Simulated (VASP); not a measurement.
# Sb (R-3m) in VASP: notebook, part 2 of 2

VASP 6.6.1. The steps go on from the part before.

**5. Single point, PBE**

Contents of INCAR:

```
SYSTEM = Sb
PREC = Accurate ; ENCUT = 520
EDIFF = 1E-6 ; ISMEAR = -1
SIGMA = 0.02 ; LREAL = .FALSE.
LASPH = .TRUE. ; NELM = 80
ALGO = Normal ; ISIF = 2
LWAVE = .FALSE. ; LCHARG = .FALSE.
GGA = PE ; NBANDS = 12
```

Contents of KPOINTS:

```
Automatic mesh
0
G
  8 8 8
  0 0 0
```

Contents of POSCAR:

```
Sb
1.0
    2.1647005608      1.2497904515      3.8274104700
   -2.1647005608      1.2497904515      3.8274104700
    0.0000000000     -2.4995809030      3.8274104700
Sb
2
Direct
    0.2315156436      0.2315156436      0.2315156436
    0.7684843564      0.7684843564      0.7684843564
```

Potentials or basis: VASP PAW PBE potentials, release 64 (Sb).

Command:

```
cat potpaw_PBE.64/Sb/POTCAR > POTCAR
mpirun -np 1 vasp_std > vasp.out
```

OUTCAR:

```text
SYSTEM = Sb
   PREC = Accurate
   ENCUT = 520
   EDIFF = 1E-6
   ISMEAR = -1
   LREAL = .FALSE.
   LASPH = .TRUE.
   NELM = 80
   ISIF = 2
   GGA = PE

 ion  position               nearest neighbor table
   1  0.232  0.232  0.232-   2 2.91   2 2.91   2 2.91   2 3.42   2 3.42   2 3.42
   2  0.768  0.768  0.768-   1 2.91   1 2.91   1 2.91   1 3.42   1 3.42   1 3.42

  LATTYP: Found a trigonal (rhomboedric) cell.
 ALAT       =     4.5713209903
 COS(alpha) =     0.5515208891

  Lattice vectors:

 A1 = (   2.1647005608,   1.2497904515,   3.8274104700)
 A2 = (  -2.1647005608,   1.2497904515,   3.8274104700)
 A3 = (   0.0000000000,  -2.4995809030,   3.8274104700)

Analysis of symmetry for initial positions (statically):
=====================================================================
 Subroutine PRICEL returns:
 Original cell was already a primitive cell.

 Routine SETGRP: Setting up the symmetry group for a
 trigonal (rhombohedral) supercell.

 Subroutine GETGRP returns: Found 12 space group operations
 (whereof 12 operations were pure point group operations)
 out of a pool of 12 trial point group operations.

The static configuration has the point symmetry D_3d.

[... 165 lines left out ...]
 Fermi energy:         7.0420261379

 k-point     1 :       0.0000    0.0000    0.0000
  band No.  band energies     occupation
      1      -5.6125      2.00000
      2       2.0168      2.00000
      3       4.9308      2.00000
      4       5.1921      2.00000
      5       5.1921      2.00000
      6       8.8108      0.00000
      7       9.5429      0.00000
      8       9.5429      0.00000
      9      12.1553      0.00000
     10      12.1553      0.00000
     11      12.3515      0.00000
     12      13.5784      0.00000
[... 331 lines left out ...]
 k-point    24 :       0.3750    0.1250    0.1250
  band No.  band energies     occupation
      1      -4.6573      2.00000
      2      -0.5351      2.00000
      3       3.6299      2.00000
      4       5.3364      2.00000
      5       7.0380      1.09933
      6       7.1031      0.09032
      7       7.7929      0.00000
      8       9.9159      0.00000
      9      11.9561      0.00000
     10      12.9489      0.00000
     11      13.9945      0.00000
     12      15.8403      0.00000

 [... further k-points ...]
[... 5 lines left out ...]
  --------------------------------------------------------------------------------------
  -------------------------------------------------------------------------------------
  Total        0.8015889      0.8015889      0.5555129     -0.0000000     -0.0000000      0.0000000
  in kB       20.6714502     20.6714502     14.3256201     -0.0000000     -0.0000000      0.0000000
  external PRESSURE =      18.5561735 kB  Pullay stress =       0.0000000 kB

 VOLUME and BASIS-vectors are now :
 -----------------------------------------------------------------------------
  energy-cutoff  :      520.00
  volume of cell :       62.13
      direct lattice vectors                 reciprocal lattice vectors
     2.164700561  1.249790452  3.827410470     0.230978829  0.133355689  0.087091086
    -2.164700561  1.249790452  3.827410470    -0.230978829  0.133355689  0.087091086
     0.000000000 -2.499580903  3.827410470     0.000000000 -0.266711378  0.087091086

 POSITION                                       TOTAL-FORCE (eV/Angst)
 -----------------------------------------------------------------------------------
      0.00000      0.00000      2.65832         0.000000      0.000000      0.267271
      0.00000      0.00000      8.82392         0.000000      0.000000     -0.267271
 -----------------------------------------------------------------------------------
    total drift:                                0.000000      0.000000     -0.000000

  FREE ENERGIE OF THE ION-ELECTRON SYSTEM (eV)
  ---------------------------------------------------
  free  energy   TOTEN  =        -8.2685562106 eV

  energy  without entropy=       -8.2679991941  energy(sigma->0) =       -8.26827770
```

It took 33 s on 1 thread of Intel Xeon Platinum 8375C at 2.90GHz (Ice Lake), shared host; peak memory 0.22 GiB.

What came out:

* Free energy: -8.2686 eV
* Pressure: 1.9 GPa
* Largest force: 0.267 eV/Å
* Band gap on the k mesh: zero (band 5 reaches 7.04 eV, above the bottom of band 6 at 6.72 eV)

Forces in eV/Å, atoms in the order of the input:
```
Sb   0.000  0.000  0.267
Sb   0.000  0.000 -0.267
```

Caveat: spin-orbit coupling is left out, which moves the levels of the heavy elements.

**6. Single point, r2SCAN**

POSCAR is that of step 5.

Contents of INCAR.step1:

```
SYSTEM = Sb
PREC = Accurate
ENCUT = 520
ISMEAR = -1
SIGMA = 0.02
LREAL = .FALSE.
LASPH = .TRUE.
NELM = 100
NBANDS = 12
GGA = PE
ALGO = Normal
EDIFF = 1E-4
LWAVE = .TRUE.
LCHARG = .FALSE.
```

Contents of INCAR.step2:

```
SYSTEM = Sb
PREC = Accurate
ENCUT = 520
EDIFF = 1E-6
ISMEAR = -1
SIGMA = 0.02
LREAL = .FALSE.
LASPH = .TRUE.
NELM = 100
ALGO = Normal
ISIF = 2
LWAVE = .FALSE.
LCHARG = .FALSE.
METAGGA = R2SCAN
LMIXTAU = .TRUE.
NBANDS = 12
ISTART = 1
```

KPOINTS is that of step 5.

Potentials or basis: VASP PAW PBE potentials, release 64 (Sb).

Command:

```
cat potpaw_PBE.64/Sb/POTCAR > POTCAR
cp INCAR.step1 INCAR
mpirun -np 1 vasp_std > vasp.out
cp INCAR.step2 INCAR
mpirun -np 1 vasp_std > vasp.out
```

It took 2.1 min on 1 thread of Intel Xeon Platinum 8375C at 2.90GHz (Ice Lake), shared host; peak memory 0.23 GiB.

It converged, with:

| Quantity | Value |
| --- | --- |
| Free energy | -51.3954 eV |
| Pressure | 0.9 GPa |
| Largest force | 0.114 eV/Å |
| Band gap on the k mesh | zero (band 5 reaches 7.06 eV, above the bottom of band 6 at 6.81 eV) |

Forces on the atoms (eV/Å):
```
Sb   0.000  0.000  0.114
Sb   0.000  0.000 -0.114
```

Levels at points of the mesh, in eV from the Fermi level:
```
           k point  band 3  band 4  band 5  band 6  band 7  band 8
(0.00, 0.00, 0.00)   -2.38   -2.13   -2.13    1.78    2.53    2.53
(0.50, 0.00, 0.00)   -2.40   -2.26   -0.48   -0.25    0.22    0.55
(0.50, 0.50, 0.00)   -5.63   -4.02   -3.98    1.53    4.87    5.69
(0.50, 0.50, 0.50)   -1.67   -1.67   -0.57    0.09    0.09    1.21
```

Caveat: the PAW data sets were made with another functional, which shifts forces and pressure a little; spin-orbit coupling is left out, which moves the levels of the heavy elements.

**7. Summary**

```csv
task,level,spin,cell,k mesh,cutoff (eV),gap on the mesh (eV),pressure (GPa),largest force (eV/Å)
single point,r2SCAN,off,"a = 4.571 Å, angles 56.5°, 2 atoms",8 × 8 × 8,520,none,0.9,0.11
relaxation of cell and atoms,r2SCAN+rVV10,off,"relaxed from a = 4.480 Å, angles 57.7°, 2 atoms",6 × 6 × 6,600,none,0.0,-
single point,PBE,"non-collinear, zero start, SOC","a = 4.571 Å, angles 56.5°, 2 atoms",8 × 8 × 8,520,-,1.9,0.27
single point,PBE,off,"a = 4.571 Å, angles 56.5°, 2 atoms",8 × 8 × 8,520,none,1.9,0.27
```

Alike in all rows: potentials or basis VASP PAW PBE potentials, release 64 (Sb); smearing fermi-dirac 0.02 eV.

The pressure there spans 0.9 GPa (r2SCAN) to 1.9 GPa (PBE); a positive pressure means that this level wants a larger cell, a negative one a smaller.

Caveats: spin-orbit coupling is left out, which moves the levels of the heavy elements (some runs); the PAW data sets were made with another functional, which shifts forces and pressure a little (some runs).

Total energies depend on the potentials used, so only differences within one code and one set of settings carry meaning.
